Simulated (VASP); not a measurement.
# Li: single point with revPBE

Crystal: Li.

```
Li
1.0
     0.00000    2.13368    2.13368
     2.13368    0.00000    2.13368
     2.13368    2.13368    0.00000
Li
1
Cartesian
  0.0000 0.0000 0.0000
```

This isn't the form of Li at room conditions, which is bcc.

| Property | Result |
| --- | --- |
| Program | VASP 6.6.1 |
| Task | single point |
| Functional | revPBE |
| Potentials or basis | VASP PAW PBE potentials, release 64 (Li_sv) |
| Cutoff | 520 eV |
| k mesh | 14 × 14 × 14 |
| Occupations | fermi-dirac, width 0.1 eV |
| Spin | no spin polarisation |
| Dipole correction | no |
| Further INCAR settings | ALGO = Normal; EDIFF = 1e-07; NBANDS = 8 |

The band gap on the k mesh is zero (an odd number of electrons rules out a gap without spin polarisation).

Levels at points of the mesh, in eV from the Fermi level:
| k point | band 1 | band 2 | band 3 | band 4 | band 5 |
| --- | --- | --- | --- | --- | --- |
| (0.00, 0.00, 0.00) | -46.59 | -3.62 | 15.02 | 15.02 | 15.02 |
| (0.50, 0.00, 0.00) | -46.57 | -0.01 | 3.09 | 13.21 | 13.21 |
| (0.50, 0.50, 0.00) | -46.56 | 1.60 | 4.86 | 8.79 | 8.79 |

It took 26 s on 1 thread of AMD EPYC 7R13, with other jobs on the host, peak memory 0.1 GiB.
